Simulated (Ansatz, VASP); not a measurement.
## W in VASP and in Ansatz

```
W
1.0
     0.00000    2.04344    2.04344
     2.04344    0.00000    2.04344
     2.04344    2.04344    0.00000
W
1
Direct
  0.00000 0.00000 0.00000
```

Change from the starting cell: volume scaled by 1.02.

Alike in both runs: task single point; functional PBEsol; k mesh 14 × 14 × 14; occupations fermi-dirac, width 0.05 eV; no spin polarisation.

|  | VASP | Ansatz |
| --- | --- | --- |
| version | VASP 6.6.1 | Ansatz 0.2.0 |
| potentials or method | VASP PAW PBE potentials, release 64 (W_sv), cutoff 520 eV | all-electron LAPW, scalar-relativistic |

Ansatz gave:

- pressure (GPa): -17.2

**Question.** What did VASP give for the same quantities?

**Answer.** Pressure (GPa): -17.0.

VASP's potentials were made for PBE, not for PBEsol. Ansatz ran all-electron here, and VASP with PAW potentials.

Neither program's run includes spin-orbit coupling.
